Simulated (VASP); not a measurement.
# NiO (P6_3/mmc) in VASP: single point with PBEsol

Aim: the single point of NiO with PBEsol.

Everything below comes from runs of VASP 6.6.1. Logs are shortened: lines on timing, memory, paths and dates and some standing lists are left out, and cuts for length are marked.

## (1) The cell of the first run

Symmetry: P6_3/mmc, No. 194, hexagonal system. The conventional cell has a = 2.867 Å, b = 2.867 Å, c = 5.035 Å, α = 90.00°, β = 90.00°, γ = 120.00°. Ni (site symmetry -3m) has 6 O at 2.08 Å and 2 Ni at 2.52 Å within 2.8 Å. Within 2.8 Å of O (site symmetry -6m2) lie 6 Ni at 2.08 Å.

## (2) Single point, PBEsol, collinear spin, ferromagnetic start (volume scaled by 1.040)

Contents of INCAR:

```
ALGO = Normal ; EDIFF = 1E-6
ENCUT = 520 ; GGA = PS
ISIF = 2 ; ISMEAR = 0
ISPIN = 2 ; LASPH = T
LCHARG = F ; LMAXMIX = 4
LORBIT = 11 ; LREAL = F
LWAVE = F ; MAGMOM = -0.08 -0.08 0 0
NBANDS = 28 ; NELM = 150
PREC = Accurate ; SIGMA = 0.05
```

Contents of KPOINTS:

```
k-points
0
Gamma
  12 12 8
```

Contents of POSCAR:

```
NiO
1.0
    2.8665881744      0.0000000000      0.0000000000
   -1.4332940872      2.4825381813      0.0000000000
    0.0000000000      0.0000000000      5.0351416151
Ni O
2 2
Direct
    0.0000000000      0.0000000000      0.0000000000
    0.0000000000      0.0000000000      0.5000000000
    0.3333333333      0.6666666667      0.2500000000
    0.6666666667      0.3333333333      0.7500000000
```

Potentials or basis: VASP PAW PBE potentials, release 64 (Ni, O).

The run is started by

```sh
$ cat potpaw_PBE.64/Ni/POTCAR potpaw_PBE.64/O/POTCAR > POTCAR
$ mpirun -np 1 vasp_std > vasp.out
```

OUTCAR:

```text
EDIFF = 1E-6
   ENCUT = 520
   GGA = PS
   ISIF = 2
   ISMEAR = 0
   ISPIN = 2
   LASPH = T
   LORBIT = 11
   LREAL = F
   NELM = 150
   PREC = Accurate

 ion  position               nearest neighbor table
   1  0.000  0.000  0.000-   3 2.08   4 2.08   4 2.08   3 2.08   4 2.08   3 2.08   2 2.52   2 2.52

   2  0.000  0.000  0.500-   3 2.08   4 2.08   4 2.08   3 2.08   4 2.08   3 2.08   1 2.52   1 2.52

   3  0.333  0.667  0.250-   1 2.08   2 2.08   1 2.08   2 2.08   1 2.08   2 2.08
   4  0.667  0.333  0.750-   1 2.08   2 2.08   1 2.08   2 2.08   1 2.08   2 2.08

  LATTYP: Found a hexagonal cell.
 ALAT       =     2.8665881744
 C/A-ratio  =     1.7564928440

  Lattice vectors:

 A1 = (   2.8665881744,   0.0000000000,   0.0000000000)
 A2 = (  -1.4332940872,   2.4825381813,   0.0000000000)
 A3 = (   0.0000000000,   0.0000000000,   5.0351416151)

Analysis of symmetry for initial positions (statically):
=====================================================================
 Subroutine PRICEL returns:
 Original cell was already a primitive cell.

 Routine SETGRP: Setting up the symmetry group for a
 hexagonal supercell.

 Subroutine GETGRP returns: Found 24 space group operations
 (whereof 12 operations were pure point group operations)
 out of a pool of 24 trial point group operations.

The static configuration has the point symmetry D_3d.
 The point group associated with its full space group is D_6h.

Analysis of symmetry for dynamics (positions and initial velocities):
=====================================================================
 Subroutine PRICEL returns:
 Original cell was already a primitive cell.

 Routine SETGRP: Setting up the symmetry group for a
 hexagonal supercell.

 Subroutine GETGRP returns: Found 24 space group operations
 (whereof 12 operations were pure point group operations)
 out of a pool of 24 trial point group operations.

The dynamic configuration has the point symmetry D_3d.
 The point group associated with its full space group is D_6h.

Analysis of structural, dynamic, and magnetic symmetry:
=====================================================================
 Subroutine PRICEL returns:
 Original cell was already a primitive cell.

 Routine SETGRP: Setting up the symmetry group for a
 hexagonal supercell.

 Subroutine GETGRP returns: Found 24 space group operations
 (whereof 12 operations were pure point group operations)
 out of a pool of 24 trial point group operations.

[... 130 lines left out ...]
   GGA     = PS    functional components
   LHFCALC =     F    Hartree Fock is set to
   AEXX    =    0.0000 exact exchange contribution
   IVDW    =     0    specifies the selected vdW correction
   LEPSILON=     F    determine dielectric tensor
   LRPA    =     F    only Hartree local field effects (RPA)
 spin polarized calculation
 Gauss-broadening in eV      SIGMA  =   0.05
  energy-cutoff  :      520.00
  volume of cell :       35.83
 maximum number of plane-waves:       991
 NGX is ok and might be reduce to    24
   NGX = 11   NGY = 11   NGZ = 19

 number of electron      31.9999991 magnetization      -0.1543656

 Free energy of the ion-electron system (eV)
  ---------------------------------------------------
  ext. energy  EPLUGINS =         0.00000000
  ---------------------------------------------------
  free energy    TOTEN  =       -24.73126518 eV

  energy without entropy =      -24.72679930  energy(sigma->0) =      -24.72903224

 E-fermi :   7.9513     XC(G=0): -13.0248

 val. band max:        7.9485438293   @ k =   0.2500   0.0833   0.3750
 cond. band min:       7.9516533112   @ k =   0.3333   0.3333   0.0000
 fundamental gap:      0.0031094819
 Fermi energy:         7.9512905727

 spin component 1

 k-point     1 :       0.0000    0.0000    0.0000
  band No.  band energies     occupation
      1     -12.6498      1.00000
      2     -11.4115      1.00000
      3      -0.6042      1.00000
      4       2.6392      1.00000
      5       2.6392      1.00000
      6       4.3473      1.00000
[... 733 lines left out ...]
     27      26.5237      0.00000
     28      29.5952      0.00000

 [... further k-points ...]

 spin component 2

 k-point     1 :       0.0000    0.0000    0.0000
  band No.  band energies     occupation
      1     -12.6696      1.00000
      2     -11.4334      1.00000
      3      -0.6177      1.00000
      4       2.5944      1.00000
      5       2.5944      1.00000
      6       4.3300      1.00000
[... 733 lines left out ...]
     27      26.5126      0.00000
     28      29.5822      0.00000

 [... further k-points ...]

------------------------ aborting loop because EDIFF is reached ----------------------------------------

  FORCE on cell =-STRESS in cart. coord.  units (eV):
  Direction    XX          YY          ZZ          XY          YZ          ZX
  --------------------------------------------------------------------------------------
  -------------------------------------------------------------------------------------
  Total       -1.7959821     -1.7959821     -1.8034500      0.0000000     -0.0000000      0.0000000
  in kB      -80.3044561    -80.3044561    -80.6383733      0.0000000     -0.0000000      0.0000000
  external PRESSURE =     -80.4157618 kB  Pullay stress =       0.0000000 kB

 VOLUME and BASIS-vectors are now :
 -----------------------------------------------------------------------------
  energy-cutoff  :      520.00
  volume of cell :       35.83
      direct lattice vectors                 reciprocal lattice vectors
     2.866588174  0.000000000  0.000000000     0.348846761  0.201406771  0.000000000
    -1.433294087  2.482538181  0.000000000     0.000000000  0.402813543  0.000000000
     0.000000000  0.000000000  5.035141615     0.000000000  0.000000000  0.198604146

 POSITION                                       TOTAL-FORCE (eV/Angst)
 -----------------------------------------------------------------------------------
      0.00000      0.00000      0.00000         0.000000      0.000000      0.000000
      0.00000      0.00000      2.51757         0.000000      0.000000      0.000000
     -0.00000      1.65503      1.25879        -0.000000      0.000000      0.000000
      1.43329      0.82751      3.77636         0.000000      0.000000     -0.000000
 -----------------------------------------------------------------------------------
    total drift:                               -0.000000      0.000000     -0.000000

  FREE ENERGIE OF THE ION-ELECTRON SYSTEM (eV)
  ---------------------------------------------------
  free  energy   TOTEN  =       -24.7312651779 eV

  energy  without entropy=      -24.7267992973  energy(sigma->0) =      -24.72903224

 total charge

# of ion       s       p       d       tot
------------------------------------------
    1        0.345   0.434   8.369   9.147
    2        0.345   0.434   8.369   9.147
    3        1.574   3.327   0.000   4.901
    4        1.574   3.327   0.000   4.901
--------------------------------------------------
tot          3.838   7.521  16.737  28.096

 magnetization (x)

# of ion       s       p       d       tot
------------------------------------------
    1       -0.000  -0.001  -0.061  -0.062
    2       -0.000  -0.001  -0.061  -0.062
    3       -0.002  -0.010   0.000  -0.012
    4       -0.002  -0.010   0.000  -0.012
--------------------------------------------------
tot         -0.004  -0.022  -0.123  -0.148
```

OSZICAR:

```text
N       E                     dE             d eps       ncg     rms          rms(c)
DAV:   1     0.245713449920E+03    0.24571E+03   -0.14320E+04 11296   0.148E+03
DAV:   2    -0.504953709020E+01   -0.25076E+03   -0.22536E+03 10964   0.335E+02
DAV:   3    -0.283766492050E+02   -0.23327E+02   -0.21764E+02 11808   0.110E+02
DAV:   4    -0.288479289119E+02   -0.47128E+00   -0.46863E+00 11516   0.158E+01
DAV:   5    -0.288589691288E+02   -0.11040E-01   -0.11038E-01 13068   0.235E+00    0.191E+01
DAV:   6    -0.281798527487E+02    0.67912E+00   -0.17378E+01 13276   0.782E+01    0.220E+01
DAV:   7    -0.248007795023E+02    0.33791E+01   -0.59513E+00 11656   0.662E+01    0.734E+00
DAV:   8    -0.247459021093E+02    0.54877E-01   -0.72472E-01 14708   0.109E+01    0.198E+00
DAV:   9    -0.247321246977E+02    0.13777E-01   -0.80849E-02 13084   0.403E+00    0.453E-01
DAV:  10    -0.247313041293E+02    0.82057E-03   -0.39310E-03 15356   0.909E-01    0.155E-01
DAV:  11    -0.247312682023E+02    0.35927E-04   -0.61846E-04 15328   0.297E-01    0.845E-02
DAV:  12    -0.247312620333E+02    0.61689E-05   -0.50799E-05 12592   0.728E-02    0.296E-02
DAV:  13    -0.247312644341E+02   -0.24008E-05   -0.72947E-06 13648   0.470E-02    0.142E-02
DAV:  14    -0.247312651779E+02   -0.74376E-06   -0.74082E-07  6024   0.133E-02
   1 F= -.24731265E+02 E0= -.24729032E+02  d E =-.446588E-02  mag=    -0.1502
```

stdout:

```text
POSCAR found type information on POSCAR NiO
 POSCAR found :  2 types and       4 ions
 scaLAPACK will be used
 -----------------------------------------------------------------------------
|                                                                             |
|                                                                             |
|     You enforced a specific xc type in the INCAR file but a different       |
|     I HOPE YOU KNOW WHAT YOU ARE DOING!                                     |
|                                                                             |
 -----------------------------------------------------------------------------

 LDA part: xc-table for (Slater+PW92), standard interpolation
 POSCAR, INCAR and KPOINTS ok, starting setup
 FFT: planning ... GRIDC
 FFT: planning ... GRID_SOFT
 FFT: planning ... GRID
 WAVECAR not read
 entering main loop
```

It took 2.8 min on 1 thread of Oxide Virtual Turin-like, shared host; peak memory 0.23 GiB.

Results:

```yaml
Free_energy: -24.7313 eV
Pressure: -8.0 GPa
Net_moment: -0.15 μB per cell
Site_moments: Ni -0.06; O -0.01 μB
Valence_electrons_inside_the_program's_atomic_spheres: Ni 9.15; O 4.90
```

Levels at points of the mesh, in eV from the Fermi level:
Spin up:
```csv
k point,band 12,band 13,band 14,band 15,band 16,band 17,band 18,band 19,band 20,band 21
"(0.00, 0.00, 0.00)",-1.79,-1.79,-0.95,-0.95,-0.20,1.04,1.04,1.59,6.05,9.31
"(0.50, 0.00, 0.00)",-0.95,-0.94,-0.77,-0.50,-0.41,1.10,1.11,6.29,8.66,8.72
"(0.00, 0.00, 0.50)",-1.52,-1.52,-1.52,0.09,0.09,0.09,0.09,4.25,4.25,11.72
"(0.50, 0.00, 0.50)",-0.86,-0.75,-0.75,0.04,0.04,0.28,0.28,6.24,6.24,10.26
```
Spin down:
```csv
k point,band 14,band 15,band 16,band 17,band 18,band 19
"(0.00, 0.00, 0.00)",-1.03,-1.03,-0.24,0.96,0.96,1.57
"(0.50, 0.00, 0.00)",-0.81,-0.57,-0.45,1.02,1.03,6.28
"(0.00, 0.00, 0.50)",-1.57,0.02,0.02,0.02,0.02,4.23
"(0.50, 0.00, 0.50)",-0.80,-0.04,-0.04,0.19,0.19,6.23
```

Caveat: the PAW data sets were made with another functional, which shifts forces and pressure a little; semilocal functionals often make such compounds metallic where correlation or magnetic order opens a gap, which also shifts bond lengths.
